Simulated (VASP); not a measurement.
# Si (a cell with a defect) in VASP: further runs

Si (a cell with a defect) is run at these levels: PBE; tasks: single point, relaxation of the atoms.

Program: VASP 6.6.1. These are calculated values, not measurements. Logs are shortened: lines on timing, memory, paths and dates and some standing lists are left out, and cuts for length are marked.

## 1. The cell of the first run

The cell holds a defect, 17 atoms: a = 7.679 Å, b = 7.679 Å, c = 7.679 Å, α = 60.00°, β = 60.00°, γ = 60.00°.

## 2. Single point, PBE

INCAR reads:

```
SYSTEM = Si
ALGO     = Normal         ! electronic algorithm
EDIFF    = 1E-6           ! SCF threshold, eV
ENCUT    = 520            ! plane-wave cutoff, eV
GGA      = PE             ! functional
ISIF     = 2              ! what is computed and relaxed
ISMEAR   = 0              ! smearing method
LASPH    = .TRUE.         ! aspherical terms in the spheres
LCHARG   = .FALSE.        ! write CHGCAR
LREAL    = Auto         
LWAVE    = .FALSE.        ! write WAVECAR
NBANDS   = 48             ! bands
NELM     = 100            ! most SCF steps
PREC     = Accurate       ! precision mode
SIGMA    = 0.02           ! smearing width, eV
```

KPOINTS reads:

```
k-points
0
G
  2 2 2
  0 0 0
```

POSCAR reads:

```
Si
1.0
    0.0000000000      5.4300000000      5.4300000000
    5.4300000000      0.0000000000      5.4300000000
    5.4300000000      5.4300000000      0.0000000000
Si
17
Direct
    0.0003408840     -0.0010040516      0.0003246777
    0.1221194291      0.1281382136      0.1217859116
   -0.0056392265      0.0018767956      0.5018756906
    0.1219866483      0.1280846225      0.6280023020
    0.0004829650      0.5004293738      0.0004553407
    0.1248657459      0.6251837937      0.1250515654
    0.0004063536      0.5003641805      0.4988264273
    0.1222162983      0.6216483425      0.6281179558
    0.5022457643      0.0022488950     -0.0067380295
    0.6279467772      0.1281508287      0.1218145488
    0.5019533149      0.0019422652      0.5019400552
    0.6257605893      0.1239537753      0.6247119705
    0.4985901473      0.5004435543      0.0004709945
    0.6280916206      0.6217802026      0.1220135359
    0.5025108656      0.4924674033      0.5025121547
    0.6280101289      0.6216745856      0.6281333333
    0.3757836096      0.8738988950      0.3747186004
```

Potentials or basis: VASP PAW PBE potentials, release 64 (Si).

Started as:

```bash
$ cat potpaw_PBE.64/Si/POTCAR > POTCAR
$ mpirun -np 1 vasp_std > vasp.out
```

OUTCAR:

```text
SYSTEM = Si
   EDIFF = 1E-6
   ENCUT = 520
   GGA = PE
   ISIF = 2
   ISMEAR = 0
   LASPH = .TRUE.
   LREAL = Auto
   NELM = 100
   PREC = Accurate

 ion  position               nearest neighbor table
   1  0.000  0.999  0.000-   4 2.33   2 2.34  10 2.34   6 2.34
   2  0.122  0.128  0.122-   5 2.33   1 2.34   3 2.38   9 2.38  17 2.75
   3  0.994  0.002  0.502-  12 2.31   4 2.38   2 2.38   8 2.38  17 2.39
   4  0.122  0.128  0.628-   7 2.33   1 2.33   3 2.38  11 2.38  17 2.76
   5  0.000  0.500  0.000-   2 2.33   8 2.33  14 2.34   6 2.34
   6  0.125  0.625  0.125-  13 2.34   5 2.34   7 2.34   1 2.34
   7  0.000  0.500  0.499-   4 2.33   8 2.34  16 2.34   6 2.34
   8  0.122  0.622  0.628-   5 2.33   7 2.34   3 2.38  15 2.38  17 2.75
   9  0.502  0.002  0.993-  12 2.31   2 2.38  10 2.38  14 2.39  17 2.39
  10  0.628  0.128  0.122-  13 2.33   1 2.34  11 2.38   9 2.38  17 2.75
  11  0.502  0.002  0.502-  12 2.31   4 2.38  10 2.38  16 2.38  17 2.39
  12  0.626  0.124  0.625-  15 2.31   9 2.31  11 2.31   3 2.31
  13  0.499  0.500  0.000-  10 2.33  16 2.33  14 2.34   6 2.34
  14  0.628  0.622  0.122-  13 2.34   5 2.34   9 2.39  15 2.39  17 2.74
  15  0.503  0.492  0.503-  12 2.31   8 2.38  16 2.38  14 2.39  17 2.39
  16  0.628  0.622  0.628-  13 2.33   7 2.34  11 2.38  15 2.38  17 2.75
  17  0.376  0.874  0.375-   3 2.39  15 2.39  11 2.39   9 2.39  14 2.74  16 2.75   8 2.75  10 2.75
                             2 2.75   4 2.76

  LATTYP: Found a face centered cubic cell.
 ALAT       =    10.8600000000

  Lattice vectors:

 A1 = (   0.0000000000,   5.4300000000,   5.4300000000)
 A2 = (   5.4300000000,   0.0000000000,   5.4300000000)
 A3 = (   5.4300000000,   5.4300000000,   0.0000000000)

Analysis of symmetry for initial positions (statically):
=====================================================================
 Subroutine PRICEL returns:
 Original cell was already a primitive cell.

 Routine SETGRP: Setting up the symmetry group for a
 face centered cubic supercell.

 Subroutine GETGRP returns: Found  1 space group operations
 (whereof  1 operations were pure point group operations)
 out of a pool of 48 trial point group operations.

The static configuration has the point symmetry C_1 .

Analysis of symmetry for dynamics (positions and initial velocities):
=====================================================================
 Subroutine PRICEL returns:
 Original cell was already a primitive cell.

 Routine SETGRP: Setting up the symmetry group for a
 face centered cubic supercell.

 Subroutine GETGRP returns: Found  1 space group operations
 (whereof  1 operations were pure point group operations)
 out of a pool of 48 trial point group operations.

The dynamic configuration has the point symmetry C_1 .

 Subroutine INISYM returns: Found  1 space group operations
 (whereof  1 operations are pure point group operations),
 and found     1 'primitive' translations

----------------------------------------------------------------------------------------

                                     Primitive cell

  volume of cell :     320.2060

  direct lattice vectors                    reciprocal lattice vectors
     0.000000000  5.430000000  5.430000000    -0.092081031  0.092081031  0.092081031
     5.430000000  0.000000000  5.430000000     0.092081031 -0.092081031  0.092081031
     5.430000000  5.430000000  0.000000000     0.092081031  0.092081031 -0.092081031

  length of vectors
     7.679179644  7.679179644  7.679179644     0.159489025  0.159489025  0.159489025

  position of ions in fractional coordinates (direct lattice)
     0.000340884  0.998995948  0.000324678
     0.122119429  0.128138214  0.121785912
     0.994360773  0.001876796  0.501875691
     0.121986648  0.128084622  0.628002302
     0.000482965  0.500429374  0.000455341
     0.124865746  0.625183794  0.125051565
[... 9 lines left out ...]
     0.628010129  0.621674586  0.628133333
     0.375783610  0.873898895  0.374718600

  ion indices of the primitive-cell ions
   primitive index   ion index
                 1           1
                 2           2
                 3           3
                 4           4
                 5           5
                 6           6
[... 9 lines left out ...]
                16          16
                17          17

----------------------------------------------------------------------------------------

 KPOINTS: k-points

Automatic generation of k-mesh.
 Grid dimensions read from file:
 generate k-points for:    2    2    2

 Generating k-lattice:

  Cartesian coordinates                     Fractional coordinates (reciprocal lattice)
    -0.046040516  0.046040516  0.046040516     0.500000000  0.000000000  0.000000000
     0.046040516 -0.046040516  0.046040516     0.000000000  0.500000000  0.000000000
     0.046040516  0.046040516 -0.046040516     0.000000000  0.000000000  0.500000000

  Length of vectors
     0.079744512  0.079744512  0.079744512

  Shift w.r.t. Gamma in fractional coordinates (k-lattice)
     0.000000000  0.000000000  0.000000000

 Subroutine IBZKPT returns following result:
 ===========================================

 Found      8 irreducible k-points:

 Following reciprocal coordinates:
            Coordinates               Weight
  0.000000  0.000000  0.000000      1.000000
  0.500000  0.000000  0.000000      1.000000
  0.000000  0.500000  0.000000      1.000000
  0.000000  0.000000  0.500000      1.000000
  0.500000  0.500000  0.500000      1.000000
  0.500000  0.500000  0.000000      1.000000
  0.000000  0.500000  0.500000      1.000000
  0.500000  0.000000  0.500000      1.000000
   k-points           NKPTS =      8   k-points in BZ     NKDIM =      8   number of bands    NBANDS=     48
   number of dos      NEDOS =    301   number of ions     NIONS =     17
   total plane-waves  NPLWV = 216000
   dimension x,y,z NGX =    60 NGY =   60 NGZ =   60
   dimension x,y,z NGXF=   120 NGYF=  120 NGZF=  120
   ions per type =              17
   NGX,Y,Z   is equivalent  to a cutoff of  12.99, 12.99, 12.99 a.u.
   NGXF,Y,Z  is equivalent  to a cutoff of  25.98, 25.98, 25.98 a.u.
 SYSTEM =  Si
   PREC   = accura    normal or accurate (medium, high low for compatibility)
   ISTART =      0    job   : 0-new  1-cont  2-samecut
   ICHARG =      2    charge: 1-file 2-atom 10-const
   ISPIN  =      1    spin polarized calculation?
   LNONCOLLINEAR =      F non collinear calculations
   LSORBIT =      F    spin-orbit coupling
   LASPH  =      T    aspherical Exc in radial PAW
   ENCUT  =  520.0 eV  38.22 Ry    6.18 a.u.  14.28 14.28 14.28*2*pi/ulx,y,z
   NELM   =    100;   NELMIN=  2; NELMDL= -5     # of ELM steps
   EDIFF  = 0.1E-05   stopping-criterion for ELM
   LREAL  =      T    real-space projection
   EDIFFG = 0.1E-04   stopping-criterion for IOM
   NSW    =      0    number of steps for IOM
   IBRION =     -1    ionic relax: 0-MD 1-quasi-New 2-CG
   NFREE  =      0    steps in history (QN), initial steepest desc. (CG)
   ISIF   =      2    stress and relaxation
   ISYM   =      2    0-nonsym 1-usesym 2-fastsym
   POTIM  = 0.5000    time-step for ionic-motion
   TEBEG  =    0.0;   TEEND  =   0.0 temperature during run
   PSTRESS=    0.0 pullay stress
   NELECT =      68.0000    total number of electrons
   NUPDOWN=      -1.0000    fix difference up-down
   EMIN   =  10.00;   EMAX   =-10.00  energy-range for DOS
   EFERMI =   0.00;   METHOD = LEGACY
   ISMEAR =     0;   SIGMA  =   0.02  broadening in eV -4-tet -1-fermi 0-gaus
   EFERMI_NEDOS =   21; number of points for ismear=-14 and -15
   IALGO  =     38    algorithm
   IMIX   =      4    mixing-type and parameters
     AMIX     =   0.40;   BMIX     =  1.00
     AMIX_MAG =   1.60;   BMIX_MAG =  1.00
  volume/ion in A,a.u.               =      18.84       127.11
  Fermi-wavevector in a.u.,A,eV,Ry     =   0.976715  1.845724 12.979587  0.953973
  Thomas-Fermi vector in A             =   2.107356
   LORBIT       =      0    0 simple, 1 ext, 2 COOP (PROOUT), +10 PAW based schemes
   GGA     = PE    functional components
   LHFCALC =     F    Hartree Fock is set to
   AEXX    =    0.0000 exact exchange contribution
   IVDW    =     0    specifies the selected vdW correction
   LEPSILON=     F    determine dielectric tensor
   LRPA    =     F    only Hartree local field effects (RPA)
 non-spin polarized calculation
 Gauss-broadening in eV      SIGMA  =   0.02
  energy-cutoff  :      520.00
  volume of cell :      320.21
 maximum number of plane-waves:      8646
 NGX is ok and might be reduce to    60
   NGX = 29   NGY = 29   NGZ = 29

 number of electron      68.0000001 magnetization

 Free energy of the ion-electron system (eV)
  ---------------------------------------------------
  ext. energy  EPLUGINS =         0.00000000
  ---------------------------------------------------
  free energy    TOTEN  =       -87.99007411 eV

  energy without entropy =      -87.98621756  energy(sigma->0) =      -87.98814583

 E-fermi :   6.9200     XC(G=0):  -9.6743

 val. band max:        6.6785094010   @ k =   0.0000   0.0000   0.0000
 cond. band min:       6.9260805467   @ k =   0.5000   0.5000   0.0000
 fundamental gap:      0.2475711458
 Fermi energy:         6.9200128147

 k-point     1 :       0.0000    0.0000    0.0000
  band No.  band energies     occupation
      1      -6.3177      2.00000
      2      -3.7725      2.00000
      3      -3.6282      2.00000
      4      -3.6272      2.00000
      5      -3.6269      2.00000
      6      -2.8075      2.00000
[... 38 lines left out ...]
     45       8.1227      0.00000
     46       9.0616      0.00000

 k-point     2 :       0.5000    0.0000    0.0000
  band No.  band energies     occupation
      1      -5.9160      2.00000
      2      -4.9542      2.00000
      3      -3.5710      2.00000
      4      -3.4272      2.00000
      5      -3.4248      2.00000
      6      -2.9559      2.00000
[... 286 lines left out ...]
 k-point     8 :       0.5000    0.0000    0.5000
  band No.  band energies     occupation
      1      -5.7821      2.00000
      2      -4.7237      2.00000
      3      -3.9900      2.00000
      4      -3.8774      2.00000
      5      -3.8769      2.00000
      6      -3.6280      2.00000
[... 38 lines left out ...]
     45      10.1233      0.00000
     46      10.1259      0.00000
 [bands above 46 left out]

------------------------ aborting loop because EDIFF is reached ----------------------------------------

  FORCE on cell =-STRESS in cart. coord.  units (eV):
  Direction    XX          YY          ZZ          XY          YZ          ZX
  --------------------------------------------------------------------------------------
  -------------------------------------------------------------------------------------
  Total       10.6843887     10.6835751     10.6829748      0.0014459      0.0041706     -0.0005920
  in kB       53.4602243     53.4561535     53.4531500      0.0072346      0.0208681     -0.0029622
  external PRESSURE =      53.4565092 kB  Pullay stress =       0.0000000 kB

 VOLUME and BASIS-vectors are now :
 -----------------------------------------------------------------------------
  energy-cutoff  :      520.00
  volume of cell :      320.21
      direct lattice vectors                 reciprocal lattice vectors
     0.000000000  5.430000000  5.430000000    -0.092081031  0.092081031  0.092081031
     5.430000000  0.000000000  5.430000000     0.092081031 -0.092081031  0.092081031
     5.430000000  5.430000000  0.000000000     0.092081031  0.092081031 -0.092081031

 POSITION                                       TOTAL-FORCE (eV/Angst)
 -----------------------------------------------------------------------------------
      5.42631      0.00361      5.42640        -0.006408      0.009512     -0.010242
      1.35709      1.32441      1.35890        -0.003106      0.012366     -0.003368
      2.73538      8.12456      5.40957         0.001028     -0.005328     -0.010122
      4.10555      4.07244      1.35789        -0.014928      0.001542     -0.001948
      2.71980      0.00509      2.71995         0.009108      0.003273      0.005961
      4.07378      1.35705      4.07277         0.000248     -0.000140     -0.000010
[... 9 lines left out ...]
      6.78646      6.82086      6.78579        -0.001972     -0.011655      0.002429
      6.77999      4.07523      6.78578         0.000545     -0.000784      0.000783
 -----------------------------------------------------------------------------------
    total drift:                                0.010565     -0.002739      0.002872

  FREE ENERGIE OF THE ION-ELECTRON SYSTEM (eV)
  ---------------------------------------------------
  free  energy   TOTEN  =       -87.9900741061 eV

  energy  without entropy=      -87.9862175555  energy(sigma->0) =      -87.98814583
```

It took 2.9 min on 1 thread of AMD EPYC 9R45 (Zen 5), shared host; peak memory 0.44 GiB.

What came out:

```
Free energy            : -87.9901 eV
Pressure               : 5.3 GPa
Largest force          : 0.018 eV/Å
Band gap on the k mesh : zero (bands 34 and 35 overlap by 0.25 eV)
```

Forces on the atoms (eV/Å):
```
Si  -0.006  0.010 -0.010
Si  -0.003  0.012 -0.003
Si   0.001 -0.005 -0.010
Si  -0.015  0.002 -0.002
Si   0.009  0.003  0.006
Si   0.000  0.000  0.000
Si  -0.004 -0.010  0.010
Si  -0.001 -0.002  0.012
Si  -0.004  0.008 -0.007
Si  -0.004  0.004 -0.012
Si  -0.001  0.010  0.005
Si   0.003 -0.001  0.000
Si   0.008 -0.006 -0.003
Si   0.012  0.000  0.000
Si   0.005 -0.011  0.012
Si  -0.002 -0.012  0.002
Si   0.001 -0.001  0.001
```

Caveat: the k points lie up to 0.50 Å⁻¹ apart.

(Part 1 of 2 ends here.)
